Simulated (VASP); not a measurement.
# Al in VASP: relaxation of the atoms with r2SCAN

Aim: the relaxation of the atoms of Al with r2SCAN.

All numbers are computed with VASP 6.6.1; they aren't measurements. Logs are shortened: lines on timing, memory, paths and dates and some standing lists are left out, and cuts for length are marked.

## (1) The cell of the first run

The cell holds a slab with vacuum, 9 atoms: a = 2.822 Å, b = 2.822 Å, c = 33.524 Å, α = 90.00°, β = 90.00°, γ = 120.00°.

## (2) Relaxation of the atoms, r2SCAN

Contents of POSCAR:

```
Al
1.0
    2.8221979706      0.0000000000      0.0000000000
   -1.4110989853      2.4440951371      0.0000000000
    0.0000000000      0.0000000000     33.5241186671
Al
9
Direct
    0.3333333333      0.6666666667      0.2237195279
    0.0000000000      0.0000000000      0.2927896459
    0.6666666667      0.3333333333      0.3618597639
    0.0000000000      0.0000000000      0.4309298820
    0.3333333333      0.6666666667      0.5000000000
    0.0000000000      0.0000000000      0.5690701180
    0.6666666667      0.3333333333      0.6381402361
    0.0000000000      0.0000000000      0.7072103541
    0.3333333333      0.6666666667      0.7762804721
```

Contents of INCAR.step1:

```
SYSTEM = Al
PREC = Accurate
ENCUT = 520
ISMEAR = 0
SIGMA = 0.1
LREAL = .False.
LASPH = .True.
NELM = 60
LDIPOL = .True.
IDIPOL = 3
DIPOL = 0.5 0.5 0.500
GGA = PE
ALGO = Normal
EDIFF = 1E-4
LWAVE = .True.
LCHARG = .False.
KPAR = 4
```

Contents of INCAR.step2:

```
SYSTEM = Al
PREC = Accurate
ENCUT = 520
EDIFF = 1E-6
ISMEAR = 0
SIGMA = 0.1
LREAL = .False.
LASPH = .True.
NELM = 60
ALGO = Normal
ISIF = 2
LWAVE = .False.
LCHARG = .False.
LDIPOL = .True.
IDIPOL = 3
DIPOL = 0.5 0.5 0.500
METAGGA = R2SCAN
LMIXTAU = .True.
IBRION = 2
NSW = 80
EDIFFG = -0.02
ISTART = 1
KPAR = 4
```

Contents of KPOINTS:

```
Automatic mesh
0
Gamma
  12 12 1
  0 0 0
```

Potentials or basis: VASP PAW PBE potentials, release 64 (Al).

Started as:

```sh
> cat potpaw_PBE.64/Al/POTCAR > POTCAR
> cp INCAR.step1 INCAR
> mpirun -np 4 vasp_std > vasp.out
> cp INCAR.step2 INCAR
> mpirun -np 4 vasp_std > vasp.out
```

OUTCAR:

```text
SYSTEM = Al
   PREC = Accurate
   ENCUT = 520
   EDIFF = 1E-6
   ISMEAR = 0
   LREAL = .False.
   LASPH = .True.
   NELM = 60
   ISIF = 2
   METAGGA = R2SCAN
   IBRION = 2
   NSW = 80
   EDIFFG = -0.02
   ISTART = 1

 ion  position               nearest neighbor table
   1  0.333  0.667  0.224-   2 2.83   2 2.83   2 2.83
   2  0.000  0.000  0.293-   1 2.83   3 2.83   3 2.83   1 2.83   3 2.83   1 2.83
   3  0.667  0.333  0.362-   2 2.83   2 2.83   2 2.83   4 2.83   4 2.83   4 2.83
   4  0.000  0.000  0.431-   5 2.83   5 2.83   5 2.83   3 2.83   3 2.83   3 2.83
   5  0.333  0.667  0.500-   4 2.83   6 2.83   4 2.83   6 2.83   4 2.83   6 2.83
   6  0.000  0.000  0.569-   5 2.83   5 2.83   5 2.83   7 2.83   7 2.83   7 2.83
   7  0.667  0.333  0.638-   8 2.83   8 2.83   8 2.83   6 2.83   6 2.83   6 2.83
   8  0.000  0.000  0.707-   7 2.83   9 2.83   7 2.83   9 2.83   7 2.83   9 2.83
   9  0.333  0.667  0.776-   8 2.83   8 2.83   8 2.83

  LATTYP: Found a hexagonal cell.
 ALAT       =     2.8221979706
 C/A-ratio  =    11.8787267996

  Lattice vectors:

 A1 = (   2.8221979706,   0.0000000000,   0.0000000000)
 A2 = (  -1.4110989853,   2.4440951371,   0.0000000000)
 A3 = (   0.0000000000,   0.0000000000,  33.5241186671)

Analysis of symmetry for initial positions (statically):
=====================================================================
 Subroutine PRICEL returns:
 Original cell was already a primitive cell.

 Routine SETGRP: Setting up the symmetry group for a
 hexagonal supercell.

 Subroutine GETGRP returns: Found 12 space group operations
 (whereof 12 operations were pure point group operations)
 out of a pool of 24 trial point group operations.

The static configuration has the point symmetry D_3h.

Analysis of symmetry for dynamics (positions and initial velocities):
=====================================================================
 Subroutine PRICEL returns:
 Original cell was already a primitive cell.

 Routine SETGRP: Setting up the symmetry group for a
 hexagonal supercell.

 Subroutine GETGRP returns: Found 12 space group operations
 (whereof 12 operations were pure point group operations)
 out of a pool of 24 trial point group operations.

The dynamic configuration has the point symmetry D_3h.

 Subroutine INISYM returns: Found 12 space group operations
 (whereof 12 operations are pure point group operations),
 and found     1 'primitive' translations

----------------------------------------------------------------------------------------

                                     Primitive cell

  volume of cell :     231.2400

  direct lattice vectors                    reciprocal lattice vectors
     2.822197971  0.000000000  0.000000000     0.354333753  0.204574688  0.000000000
    -1.411098985  2.444095137  0.000000000     0.000000000  0.409149376  0.000000000
     0.000000000  0.000000000 33.524118667     0.000000000  0.000000000  0.029829270

  length of vectors
     2.822197971  2.822197971 33.524118667     0.409149376  0.409149376  0.029829270

  position of ions in fractional coordinates (direct lattice)
     0.333333333  0.666666667  0.223719528
     0.000000000  0.000000000  0.292789646
     0.666666667  0.333333333  0.361859764
     0.000000000  0.000000000  0.430929882
     0.333333333  0.666666667  0.500000000
     0.000000000  0.000000000  0.569070118
     0.666666667  0.333333333  0.638140236
     0.000000000  0.000000000  0.707210354
     0.333333333  0.666666667  0.776280472

  ion indices of the primitive-cell ions
   primitive index   ion index
                 1           1
                 2           2
                 3           3
                 4           4
                 5           5
                 6           6
                 7           7
                 8           8
                 9           9

----------------------------------------------------------------------------------------

 KPOINTS: Automatic mesh

Automatic generation of k-mesh.
 Grid dimensions read from file:
 generate k-points for:   12   12    1

 Generating k-lattice:

  Cartesian coordinates                     Fractional coordinates (reciprocal lattice)
     0.029527813  0.017047891  0.000000000     0.083333333  0.000000000  0.000000000
     0.000000000  0.034095781  0.000000000     0.000000000  0.083333333  0.000000000
     0.000000000  0.000000000  0.029829270     0.000000000  0.000000000  1.000000000

  Length of vectors
     0.034095781  0.034095781  0.029829270

  Shift w.r.t. Gamma in fractional coordinates (k-lattice)
     0.000000000  0.000000000  0.000000000

 Subroutine IBZKPT returns following result:
 ===========================================

 Found     19 irreducible k-points:

 Following reciprocal coordinates:
            Coordinates               Weight
  0.000000  0.000000  0.000000      1.000000
  0.083333 -0.000000  0.000000      6.000000
  0.166667 -0.000000  0.000000      6.000000
  0.250000 -0.000000  0.000000      6.000000
  0.333333 -0.000000  0.000000      6.000000
  0.416667 -0.000000  0.000000      6.000000
[... 11 lines left out ...]
  0.333333  0.250000  0.000000     12.000000
  0.333333  0.333333  0.000000      2.000000
   k-points           NKPTS =     19   k-points in BZ     NKDIM =     19   number of bands    NBANDS=     18
   number of dos      NEDOS =    301   number of ions     NIONS =      9
   total plane-waves  NPLWV = 144000
   dimension x,y,z NGX =    24 NGY =   24 NGZ =  250
   dimension x,y,z NGXF=    48 NGYF=   48 NGZF=  500
   ions per type =               9
   NGX,Y,Z   is equivalent  to a cutoff of  14.14, 14.14, 12.40 a.u.
   NGXF,Y,Z  is equivalent  to a cutoff of  28.28, 28.28, 24.79 a.u.
 SYSTEM =  Al
   PREC   = accura    normal or accurate (medium, high low for compatibility)
   ISTART =      1    job   : 0-new  1-cont  2-samecut
   ICHARG =      0    charge: 1-file 2-atom 10-const
   ISPIN  =      1    spin polarized calculation?
   LNONCOLLINEAR =      F non collinear calculations
   LSORBIT =      F    spin-orbit coupling
   LASPH  =      T    aspherical Exc in radial PAW
   ENCUT  =  520.0 eV  38.22 Ry    6.18 a.u.   5.25  5.25 62.33*2*pi/ulx,y,z
   NELM   =     60;   NELMIN=  2; NELMDL=  0     # of ELM steps
   EDIFF  = 0.1E-05   stopping-criterion for ELM
   LREAL  =      F    real-space projection
   EDIFFG = -.2E-01   stopping-criterion for IOM
   NSW    =     80    number of steps for IOM
   IBRION =      2    ionic relax: 0-MD 1-quasi-New 2-CG
   NFREE  =      1    steps in history (QN), initial steepest desc. (CG)
   ISIF   =      2    stress and relaxation
   ISYM   =      2    0-nonsym 1-usesym 2-fastsym
   POTIM  = 0.5000    time-step for ionic-motion
   TEBEG  =    0.0;   TEEND  =   0.0 temperature during run
   PSTRESS=    0.0 pullay stress
   NELECT =      27.0000    total number of electrons
   NUPDOWN=      -1.0000    fix difference up-down
   EMIN   =  10.00;   EMAX   =-10.00  energy-range for DOS
   EFERMI =   0.00;   METHOD = LEGACY
   ISMEAR =     0;   SIGMA  =   0.10  broadening in eV -4-tet -1-fermi 0-gaus
   EFERMI_NEDOS =   21; number of points for ismear=-14 and -15
   IALGO  =     38    algorithm
   IMIX   =      4    mixing-type and parameters
     AMIX     =   0.40;   BMIX     =  1.00
     AMIX_MAG =   1.60;   BMIX_MAG =  1.00
  volume/ion in A,a.u.               =      25.69       173.39
  Fermi-wavevector in a.u.,A,eV,Ry     =   0.800157  1.512077  8.711142  0.640251
  Thomas-Fermi vector in A             =   1.907399
   LORBIT       =      0    0 simple, 1 ext, 2 COOP (PROOUT), +10 PAW based schemes
   METAGGA = R2SCAN    functional components
   LHFCALC =     F    Hartree Fock is set to
   AEXX    =    0.0000 exact exchange contribution
   IVDW    =     0    specifies the selected vdW correction
   LEPSILON=     F    determine dielectric tensor
   LRPA    =     F    only Hartree local field effects (RPA)
 conjugate gradient relaxation of ions
 non-spin polarized calculation
 Gauss-broadening in eV      SIGMA  =   0.10
  energy-cutoff  :      520.00
  volume of cell :      231.24
 maximum number of plane-waves:      6276
 NGX is ok and might be reduce to    24
   NGX = 11   NGY = 11   NGZ =125

--------------------------------------- Ionic step        1  -------------------------------------------

 number of electron      27.0000000 magnetization

 Free energy of the ion-electron system (eV)
  ---------------------------------------------------
  ext. energy  EPLUGINS =         0.00000000
  ---------------------------------------------------
  free energy    TOTEN  =       -59.73844995 eV

  energy without entropy =      -59.71440702  energy(sigma->0) =      -59.72642849

------------------------ aborting loop because EDIFF is reached ----------------------------------------

  FORCE on cell =-STRESS in cart. coord.  units (eV):
  Direction    XX          YY          ZZ          XY          YZ          ZX
  --------------------------------------------------------------------------------------
  -------------------------------------------------------------------------------------
  Total       -1.5222097     -1.5222097     -0.1472934      0.0000000      0.0000000     -0.0000000
  in kB      -10.5468340    -10.5468340     -1.0205423      0.0000000      0.0000000     -0.0000000
  external PRESSURE =      -7.3714035 kB  Pullay stress =       0.0000000 kB
[... 114 lines left out ...]
  energy  without entropy=      -59.7172100359  energy(sigma->0) =      -59.72881537

--------------------------------------- Ionic step        4  -------------------------------------------

 number of electron      27.0000000 magnetization

 dipolmoment           0.000000      0.000000      0.000000 electrons x Angstroem

------------------------ aborting loop because EDIFF is reached ----------------------------------------

  FORCE on cell =-STRESS in cart. coord.  units (eV):
  Direction    XX          YY          ZZ          XY          YZ          ZX
  --------------------------------------------------------------------------------------
  -------------------------------------------------------------------------------------
  Total       -1.5462194     -1.5462194     -0.2045386      0.0000000      0.0000000      0.0000000
  in kB      -10.7131883    -10.7131883     -1.4171731      0.0000000      0.0000000      0.0000000
  external PRESSURE =      -7.6145165 kB  Pullay stress =       0.0000000 kB
[... 71 lines left out ...]
  energy  without entropy=      -59.7176833871  energy(sigma->0) =      -59.72916959

--------------------------------------- Ionic step        6  -------------------------------------------

 number of electron      27.0000000 magnetization

 dipolmoment           0.000000      0.000000     -0.000000 electrons x Angstroem

 Free energy of the ion-electron system (eV)
  ---------------------------------------------------
  ext. energy  EPLUGINS =         0.00000000
  ---------------------------------------------------
  free energy    TOTEN  =       -59.74101055 eV

  energy without entropy =      -59.71859223  energy(sigma->0) =      -59.72980139

 E-fermi :   3.6525     XC(G=0):  -7.3811

 val. band max:        3.6121498346   @ k =   0.1667   0.0833   0.0000
 cond. band min:       3.6681788795   @ k =   0.4167   0.0833   0.0000
 fundamental gap:      0.0560290449
 Fermi energy:         3.6524539386

 k-point     1 :       0.0000    0.0000    0.0000
  band No.  band energies     occupation
      1      -8.3044      2.00000
      2      -8.0312      2.00000
      3      -7.6383      2.00000
      4      -7.0415      2.00000
      5      -6.3295      2.00000
      6      -5.4701      2.00000
[... 10 lines left out ...]
     17       7.9770      0.00000
     18       9.4424      0.00000
[... 363 lines left out ...]
      4       0.3566      2.00000
      5       0.3914      2.00000
      6       0.4935      2.00000
[... 10 lines left out ...]
     17       2.9964      2.00000
     18       3.3331      1.99999

------------------------ aborting loop because EDIFF is reached ----------------------------------------

 vacuum level on the upper side and lower side of the slab       (xc-potential included)        -0.138        -0.138

  FORCE on cell =-STRESS in cart. coord.  units (eV):
  Direction    XX          YY          ZZ          XY          YZ          ZX
  --------------------------------------------------------------------------------------
  -------------------------------------------------------------------------------------
  Total       -1.5997192     -1.5997192     -0.1596839      0.0000000     -0.0000000      0.0000000
  in kB      -11.0838688    -11.0838688     -1.1063912      0.0000000     -0.0000000      0.0000000
  external PRESSURE =      -7.7580429 kB  Pullay stress =       0.0000000 kB

 VOLUME and BASIS-vectors are now :
 -----------------------------------------------------------------------------
  energy-cutoff  :      520.00
  volume of cell :      231.24
      direct lattice vectors                 reciprocal lattice vectors
     2.822197971  0.000000000  0.000000000     0.354333753  0.204574688  0.000000000
    -1.411098985  2.444095137  0.000000000     0.000000000  0.409149376  0.000000000
     0.000000000  0.000000000 33.524118667     0.000000000  0.000000000  0.029829270
[... 15 lines left out ...]
  FREE ENERGIE OF THE ION-ELECTRON SYSTEM (eV)
  ---------------------------------------------------
  free  energy   TOTEN  =       -59.7410105473 eV

  energy  without entropy=      -59.7185922254  energy(sigma->0) =      -59.72980139

 reached required accuracy - stopping structural energy minimisation

 vacuum level on the upper side and lower side of the slab         7.605         7.605
```

Wall time 21 min (4 MPI ranks of AMD EPYC 7R43 (Zen 3), shared host); peak memory 0.41 GiB.

Results:

```yaml
Free_energy: -59.7410 eV
Energy_gained_by_relaxing: 0.3 meV/atom
Ionic_steps: 6
Largest_force_after_relaxing: 0.013 eV/Å
```

Forces in eV/Å, atoms in the order of the input:
```
Al   0.000  0.000 -0.003
Al   0.000  0.000  0.008
Al   0.000  0.000  0.013
Al   0.000  0.000 -0.002
Al   0.000  0.000  0.000
Al   0.000  0.000  0.002
Al   0.000  0.000 -0.013
Al   0.000  0.000 -0.008
Al   0.000  0.000  0.003
```

The path:
| step | energy change (eV) | largest force (eV/Å) | pressure (GPa) |
| --- | --- | --- | --- |
| 1 | 0.0000 | 0.0934 | -0.74 |
| 2 | -0.0013 | 0.0648 | -0.75 |
| 3 | -0.0020 | 0.0324 | -0.76 |
| 4 | -0.0020 | 0.0374 | -0.76 |
| 5 | -0.0022 | 0.0311 | -0.77 |
| 6 | -0.0026 | 0.0125 | -0.78 |

Final structure:
```xyz
9
Lattice="2.8222 0.0000 0.0000 -1.4111 2.4441 0.0000 0.0000 0.0000 33.5241" Properties=species:S:1:pos:R:3 pbc="T T T"
Al    0.0000    1.6294    7.4921
Al    0.0000    0.0000    9.8224
Al    1.4111    0.8147   12.1342
Al    1.4111    2.4441   14.4662
Al    0.0000    1.6294   16.7621
Al    2.8222    0.0000   19.0579
Al    1.4111    0.8147   21.3899
Al    2.8222    0.0000   23.7017
Al    0.0000    1.6294   26.0320
```

Levels at points of the mesh, in eV from the Fermi level:
| k point | band 10 | band 11 | band 12 | band 13 | band 14 | band 15 | band 16 | band 17 |
| --- | --- | --- | --- | --- | --- | --- | --- | --- |
| (0.00, 0.00, 0.00) | -4.44 | -2.77 | -1.19 | 0.46 | 2.04 | 3.35 | 4.24 | 4.32 |
| (0.50, 0.00, 0.00) | -3.23 | -2.78 | -2.64 | -2.04 | -1.33 | -0.56 | -0.48 | 0.71 |

Caveat: the highest band is partly filled, so the run has too few bands; the PAW data sets were made with another functional, which shifts forces and pressure a little.
